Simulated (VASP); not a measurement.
# CO in VASP: further runs, part 3 of 4

VASP 6.6.1. Earlier steps stand in the parts before.

### 4 Single point, PBE+D3(BJ)

Input file INCAR:

```
PREC = Accurate ; ENCUT = 520
EDIFF = 1E-6 ; ISMEAR = -1
SIGMA = 0.02 ; LREAL = Auto
LASPH = True ; NELM = 60
ALGO = Normal ; ISIF = 2
LWAVE = False ; LCHARG = True
GGA = PE ; IVDW = 12
LELF = True ; LVHAR = True
NBANDS = 66
```

Input file KPOINTS:

```
regular mesh
0
Gamma
  1 1 1
```

Input file POSCAR:

```
CO
1.0
    9.1017270000      0.0000000000      0.0000000000
    0.0000000000      9.1017270000      0.0000000000
    0.0000000000      0.0000000000      9.1017270000
O C
10 10
Direct
    0.1756809449      0.0950808566      0.1215813219
    0.8156034564      0.3145007535      0.8587710882
    0.7367393023      0.6328908788      0.7235989390
    0.8025509884     -0.0516275647      0.5632447556
    0.6439766871      0.8021224983      0.0443981675
    0.3227739087      0.4454649101      0.9175731155
    0.0844784732      0.1758787096      0.6083680603
    0.2105754216      0.5113425177      0.5760994589
    0.7638001008      0.4396967740      0.2661582796
    0.2730470822      0.9013893737      0.4949939720
    0.1050679723      0.0743595144      0.2224193277
    0.8185479525      0.2066970367      0.9211328795
    0.6845623913      0.5423915703      0.6572708674
    0.7657008390     -0.0232043875      0.4473326875
    0.6402191584      0.9060478303     -0.0246107140
    0.4320938213      0.4359502323      0.8572878532
    0.0264565175      0.2436460685      0.5200551500
    0.1975449275      0.5862953262      0.4772390998
    0.7843786130      0.5642116051      0.2814520805
    0.3888822418      0.8956102507      0.5437539491
```

Potentials or basis: VASP PAW PBE potentials, release 64 (O, C).

Started as:

```sh
$ cat potpaw_PBE.64/O/POTCAR potpaw_PBE.64/C/POTCAR > POTCAR
$ mpirun -np 1 vasp_gam > vasp.out
```

OUTCAR:

```text
PREC = Accurate
   ENCUT = 520
   EDIFF = 1E-6
   ISMEAR = -1
   LREAL = Auto
   LASPH = True
   NELM = 60
   ISIF = 2
   GGA = PE
   IVDW = 12
 IVDW          = 12

 ion  position               nearest neighbor table
   1  0.176  0.095  0.122-  11 1.14
   2  0.816  0.315  0.859-  12 1.13
   3  0.737  0.633  0.724-  13 1.13
   4  0.803  0.948  0.563-  14 1.14
   5  0.644  0.802  0.044-  15 1.14
   6  0.323  0.445  0.918-  16 1.14
[... 12 lines left out ...]
  19  0.784  0.564  0.281-   9 1.16
  20  0.389  0.896  0.544-  10 1.15

  LATTYP: Found a simple cubic cell.
 ALAT       =     9.1017270000

  Lattice vectors:

 A1 = (   9.1017270000,   0.0000000000,   0.0000000000)
 A2 = (   0.0000000000,   9.1017270000,   0.0000000000)
 A3 = (   0.0000000000,   0.0000000000,   9.1017270000)

Analysis of symmetry for initial positions (statically):
=====================================================================
 Subroutine PRICEL returns:
 Original cell was already a primitive cell.

 Routine SETGRP: Setting up the symmetry group for a
 simple cubic supercell.

 Subroutine GETGRP returns: Found  1 space group operations
 (whereof  1 operations were pure point group operations)
 out of a pool of 48 trial point group operations.

The static configuration has the point symmetry C_1 .

Analysis of symmetry for dynamics (positions and initial velocities):
=====================================================================
 Subroutine PRICEL returns:
 Original cell was already a primitive cell.

 Routine SETGRP: Setting up the symmetry group for a
 simple cubic supercell.

 Subroutine GETGRP returns: Found  1 space group operations
 (whereof  1 operations were pure point group operations)
 out of a pool of 48 trial point group operations.

The dynamic configuration has the point symmetry C_1 .

 Subroutine INISYM returns: Found  1 space group operations
 (whereof  1 operations are pure point group operations),
 and found     1 'primitive' translations

----------------------------------------------------------------------------------------

                                     Primitive cell

  volume of cell :     754.0001

  direct lattice vectors                    reciprocal lattice vectors
     9.101727000  0.000000000  0.000000000     0.109869259  0.000000000  0.000000000
     0.000000000  9.101727000  0.000000000     0.000000000  0.109869259  0.000000000
     0.000000000  0.000000000  9.101727000     0.000000000  0.000000000  0.109869259

  length of vectors
     9.101727000  9.101727000  9.101727000     0.109869259  0.109869259  0.109869259

  position of ions in fractional coordinates (direct lattice)
     0.175680945  0.095080857  0.121581322
     0.815603456  0.314500753  0.858771088
     0.736739302  0.632890879  0.723598939
     0.802550988  0.948372435  0.563244756
     0.643976687  0.802122498  0.044398167
     0.322773909  0.445464910  0.917573115
[... 12 lines left out ...]
     0.784378613  0.564211605  0.281452081
     0.388882242  0.895610251  0.543753949

  ion indices of the primitive-cell ions
   primitive index   ion index
                 1           1
                 2           2
                 3           3
                 4           4
                 5           5
                 6           6
[... 12 lines left out ...]
                19          19
                20          20

----------------------------------------------------------------------------------------

 KPOINTS: regular mesh

Automatic generation of k-mesh.
 Grid dimensions read from file:
 generate k-points for:    1    1    1

 Generating k-lattice:

  Cartesian coordinates                     Fractional coordinates (reciprocal lattice)
     0.109869259  0.000000000  0.000000000     1.000000000  0.000000000  0.000000000
     0.000000000  0.109869259  0.000000000     0.000000000  1.000000000  0.000000000
     0.000000000  0.000000000  0.109869259     0.000000000  0.000000000  1.000000000

  Length of vectors
     0.109869259  0.109869259  0.109869259

  Shift w.r.t. Gamma in fractional coordinates (k-lattice)
     0.000000000  0.000000000  0.000000000

 Subroutine IBZKPT returns following result:
 ===========================================

 Found      1 irreducible k-points:

 Following reciprocal coordinates:
            Coordinates               Weight
  0.000000  0.000000  0.000000      1.000000
   k-points           NKPTS =      1   k-points in BZ     NKDIM =      1   number of bands    NBANDS=     66
   number of dos      NEDOS =    301   number of ions     NIONS =     20
   total plane-waves  NPLWV = 343000
   dimension x,y,z NGX =    70 NGY =   70 NGZ =   70
   dimension x,y,z NGXF=   140 NGYF=  140 NGZF=  140
   ions per type =              10  10
   NGX,Y,Z   is equivalent  to a cutoff of  12.79, 12.79, 12.79 a.u.
   NGXF,Y,Z  is equivalent  to a cutoff of  25.57, 25.57, 25.57 a.u.
 SYSTEM =  unknown system
   PREC   = accura    normal or accurate (medium, high low for compatibility)
   ISTART =      0    job   : 0-new  1-cont  2-samecut
   ICHARG =      2    charge: 1-file 2-atom 10-const
   ISPIN  =      1    spin polarized calculation?
   LNONCOLLINEAR =      F non collinear calculations
   LSORBIT =      F    spin-orbit coupling
   LASPH  =      T    aspherical Exc in radial PAW
   ENCUT  =  520.0 eV  38.22 Ry    6.18 a.u.  16.92 16.92 16.92*2*pi/ulx,y,z
   NELM   =     60;   NELMIN=  2; NELMDL= -5     # of ELM steps
   EDIFF  = 0.1E-05   stopping-criterion for ELM
   LREAL  =      T    real-space projection
   EDIFFG = 0.1E-04   stopping-criterion for IOM
   NSW    =      0    number of steps for IOM
[... 5 lines left out ...]
   TEBEG  =    0.0;   TEEND  =   0.0 temperature during run
   PSTRESS=    0.0 pullay stress
   NELECT =     100.0000    total number of electrons
   NUPDOWN=      -1.0000    fix difference up-down
   EMIN   =  10.00;   EMAX   =-10.00  energy-range for DOS
   EFERMI =   0.00;   METHOD = LEGACY
   ISMEAR =    -1;   SIGMA  =   0.02  broadening in eV -4-tet -1-fermi 0-gaus
   EFERMI_NEDOS =   21; number of points for ismear=-14 and -15
   IALGO  =     38    algorithm
   IMIX   =      4    mixing-type and parameters
     AMIX     =   0.40;   BMIX     =  1.00
     AMIX_MAG =   1.60;   BMIX_MAG =  1.00
  volume/ion in A,a.u.               =      37.70       254.41
  Fermi-wavevector in a.u.,A,eV,Ry     =   0.834868  1.577671  9.483318  0.697004
  Thomas-Fermi vector in A             =   1.948331
   LORBIT       =      0    0 simple, 1 ext, 2 COOP (PROOUT), +10 PAW based schemes
   GGA     = PE    functional components
   LHFCALC =     F    Hartree Fock is set to
   AEXX    =    0.0000 exact exchange contribution
   IVDW    =    12    specifies the selected vdW correction
   LEPSILON=     F    determine dielectric tensor
   LRPA    =     F    only Hartree local field effects (RPA)
 non-spin polarized calculation
  energy-cutoff  :      520.00
  volume of cell :      754.00
 maximum number of plane-waves:     10171
 NGX is ok and might be reduce to    70
   NGX = 33   NGY = 33   NGZ = 33

 number of electron     100.0000000 magnetization

 number of electron      99.9999995 magnetization

 Free energy of the ion-electron system (eV)
  ---------------------------------------------------
  ext. energy  EPLUGINS =         0.00000000
  ---------------------------------------------------
  free energy    TOTEN  =      -147.82679389 eV

  energy without entropy =     -147.82679389  energy(sigma->0) =     -147.82679389

 E-fermi :  -5.9192     XC(G=0):  -4.6977

 val. band max:       -6.4064393400   @ k =   0.0000   0.0000   0.0000
 cond. band min:      -0.5048924332   @ k =   0.0000   0.0000   0.0000
 fundamental gap:      5.9015469068
 Fermi energy:        -5.9191940349

 k-point     1 :       0.0000    0.0000    0.0000
  band No.  band energies     occupation
      1     -27.4629      2.00000
      2     -27.2756      2.00000
      3     -27.2730      2.00000
      4     -27.2590      2.00000
      5     -27.2550      2.00000
      6     -27.2276      2.00000
[... 54 lines left out ...]
     61       0.0137      0.00000
     62       0.0606      0.00000
 [bands above 62 left out]

------------------------ aborting loop because EDIFF is reached ----------------------------------------

 Edisp (eV)   -0.68458

 E8    (eV) :    -0.1742

  FORCE on cell =-STRESS in cart. coord.  units (eV):
  Direction    XX          YY          ZZ          XY          YZ          ZX
  --------------------------------------------------------------------------------------
  -------------------------------------------------------------------------------------
  Total       0.58751     2.12112     3.07995     0.78620    -1.25445     0.15915
  in kB       1.24840     4.50717     6.54460     1.67059    -2.66558     0.33818
  external pressure =        4.10 kB  Pullay stress =        0.00 kB

 VOLUME and BASIS-vectors are now :
 -----------------------------------------------------------------------------
  energy-cutoff  :      520.00
  volume of cell :      754.00
      direct lattice vectors                 reciprocal lattice vectors
     9.101727000  0.000000000  0.000000000     0.109869259  0.000000000  0.000000000
     0.000000000  9.101727000  0.000000000     0.000000000  0.109869259  0.000000000
     0.000000000  0.000000000  9.101727000     0.000000000  0.000000000  0.109869259

 POSITION                                       TOTAL-FORCE (eV/Angst)
 -----------------------------------------------------------------------------------
      1.59900      0.86540      1.10660         0.471402      0.150393     -0.685688
      7.42340      2.86250      7.81630        -0.030360      0.948872     -0.564890
      6.70560      5.76040      6.58600         0.892634      1.540874      1.159635
      7.30460      8.63183      5.12650         0.235734     -0.183585      0.699006
      5.86130      7.30070      0.40410         0.053591     -0.742545      0.508263
      2.93780      4.05450      8.35150        -0.361055      0.024688      0.194760
[... 12 lines left out ...]
      7.13920      5.13530      2.56170        -0.220698     -1.495873     -0.119494
      3.53950      8.15160      4.94910        -0.197727      0.038442     -0.085193
 -----------------------------------------------------------------------------------
    total drift:                               -0.013087     -0.000182      0.010096

  FREE ENERGIE OF THE ION-ELECTRON SYSTEM (eV)
  ---------------------------------------------------
  free  energy   TOTEN  =      -148.5113739361 eV

  energy  without entropy=     -148.5113739361  energy(sigma->0) =     -148.51137394
```

It took 66 s on 1 thread of AMD EPYC 9R45 (Zen 5), shared host; peak memory 0.58 GiB.

What came out:

```
Free energy                : -148.5114 eV
Pressure                   : 0.4 GPa
Largest force              : 2.126 eV/Å
Dispersion energy per atom : -0.034 eV
```

Forces in eV/Å, atoms in the order of the input:
```
O    0.471  0.150 -0.686
O   -0.030  0.949 -0.565
O    0.893  1.541  1.160
O    0.236 -0.184  0.699
O    0.054 -0.743  0.508
O   -0.361  0.025  0.195
O    0.050 -0.057  0.087
O    0.140 -0.499  0.791
O    0.236  1.481  0.126
O    0.273  0.095  0.120
C   -0.486 -0.157  0.634
C    0.164 -0.949  0.637
C   -0.852 -1.456 -1.293
C   -0.275  0.156 -0.714
C   -0.145  0.691 -0.531
C    0.280 -0.078 -0.082
C   -0.074  0.043 -0.039
C   -0.155  0.447 -0.843
C   -0.221 -1.496 -0.119
C   -0.198  0.038 -0.085
```

Caveat: the k points lie up to 0.69 Å⁻¹ apart.

### 5 Single point, PBE+D3(BJ)

Input file INCAR:

```
SYSTEM = CO
PREC = Accurate ; ENCUT = 520
EDIFF = 1E-6 ; ISMEAR = -1
SIGMA = 0.02 ; LREAL = Auto
LASPH = .TRUE. ; NELM = 60
ALGO = Normal ; ISIF = 2
LWAVE = .FALSE. ; LCHARG = .FALSE.
GGA = PE ; IVDW = 12
NBANDS = 66
```

Input file KPOINTS:

```
regular mesh
0
G
  1 1 1
  0 0 0
```

Input file POSCAR:

```
CO
1.0
    9.1017270000      0.0000000000      0.0000000000
    0.0000000000      9.1017270000      0.0000000000
    0.0000000000      0.0000000000      9.1017270000
O C
10 10
Direct
    0.1865030669      0.1194059105      0.1438957684
    0.8147904238      0.2990860965      0.8786024894
    0.7164025025      0.6555898677      0.6667086367
    0.7226101156     -0.0254567073      0.5559494368
    0.7107222618      0.7966070615      0.0149971538
    0.3369140823      0.4423775839      0.9294609693
    0.0635923270      0.1913702751      0.6089283935
    0.2101798922      0.4988174222      0.5626075139
    0.7965741007      0.4256225220      0.2354937695
    0.2760684868      0.9158481682      0.5268670440
    0.0861594728      0.0472437813      0.1431376705
    0.8227889059      0.2018627893      0.9587960615
    0.6200691363      0.6063794267      0.6083131256
    0.7284221994     -0.0598347984      0.4354118729
    0.6209590773      0.8567385069     -0.0512649962
    0.4588799466      0.4489697395      0.9025869486
   -0.0135029319      0.2172554725      0.5135179291
    0.2073672392      0.5535433001      0.4539028692
    0.7468362872      0.5254826914      0.2921093986
    0.3872342029      0.8873700563      0.4762392895
```

Potentials or basis: VASP PAW PBE potentials, release 64 (O, C).

Started as:

```sh
$ cat potpaw_PBE.64/O/POTCAR potpaw_PBE.64/C/POTCAR > POTCAR
$ mpirun -np 1 vasp_gam > vasp.out
```

OUTCAR:

```text
SYSTEM = CO
   PREC = Accurate
   ENCUT = 520
   EDIFF = 1E-6
   ISMEAR = -1
   LREAL = Auto
   LASPH = .TRUE.
   NELM = 60
   ISIF = 2
   GGA = PE
   IVDW = 12
 IVDW          = 12

 ion  position               nearest neighbor table
   1  0.187  0.119  0.144-  11 1.12
   2  0.815  0.299  0.879-  12 1.15
   3  0.716  0.656  0.667-  13 1.12
   4  0.723  0.975  0.556-  14 1.14
   5  0.711  0.797  0.015-  15 1.15
[... 293 lines left out ...]
  -------------------------------------------------------------------------------------
  Total       3.77033     1.96529     4.02586     2.73537    -0.46040     0.48526
  in kB       8.01159     4.17606     8.55456     5.81239    -0.97832     1.03113
  external pressure =        6.91 kB  Pullay stress =        0.00 kB

 VOLUME and BASIS-vectors are now :
 -----------------------------------------------------------------------------
  energy-cutoff  :      520.00
  volume of cell :      754.00
      direct lattice vectors                 reciprocal lattice vectors
     9.101727000  0.000000000  0.000000000     0.109869259  0.000000000  0.000000000
     0.000000000  9.101727000  0.000000000     0.000000000  0.109869259  0.000000000
     0.000000000  0.000000000  9.101727000     0.000000000  0.000000000  0.109869259

 POSITION                                       TOTAL-FORCE (eV/Angst)
 -----------------------------------------------------------------------------------
      1.69750      1.08680      1.30970         1.884225      1.388325      0.010092
      7.41600      2.72220      7.99680         0.067560     -0.513821      0.409175
      6.52050      5.96700      6.06820         2.403420      1.158571      1.420162
      6.57700      8.87003      5.06010         0.041564      0.115166      0.231467
      6.46880      7.25050      0.13650        -0.856948      0.562943     -0.627642
      3.06650      4.02640      8.45970        -0.527922     -0.038845      0.110750
[... 12 lines left out ...]
      6.79750      4.78280      2.65870        -0.180898      0.417283      0.203327
      3.52450      8.07660      4.33460         0.058412     -0.059534     -0.095893
 -----------------------------------------------------------------------------------
    total drift:                                0.008412     -0.010522     -0.013994

  FREE ENERGIE OF THE ION-ELECTRON SYSTEM (eV)
  ---------------------------------------------------
  free  energy   TOTEN  =      -148.4586429200 eV

  energy  without entropy=     -148.4586429199  energy(sigma->0) =     -148.45864292
```

Wall time 55 s (1 thread of AMD EPYC 9R45 (Zen 5), shared host); peak memory 0.57 GiB.

What came out:

```
Free energy                : -148.4586 eV
Pressure                   : 0.7 GPa
Largest force              : 4.552 eV/Å
Dispersion energy per atom : -0.034 eV
```

Forces on the atoms (eV/Å):
```
O    1.884  1.388  0.010
O    0.068 -0.514  0.409
O    2.403  1.159  1.420
O    0.042  0.115  0.231
O   -0.857  0.563 -0.628
O   -0.528 -0.039  0.111
O    0.099 -0.078  0.168
O    0.129 -2.003  4.059
O    0.204 -0.398 -0.246
O   -0.174  0.057  0.084
C   -1.847 -1.424  0.033
C   -0.100  0.535 -0.475
C   -2.424 -1.255 -1.373
C    0.073 -0.022 -0.271
C    0.863 -0.555  0.665
C    0.498  0.030 -0.094
C   -0.111  0.051 -0.140
C   -0.100  2.032 -4.072
C   -0.181  0.417  0.203
C    0.058 -0.060 -0.096
```

Caveat: the k points lie up to 0.69 Å⁻¹ apart.

(Part 3 of 4 ends here.)
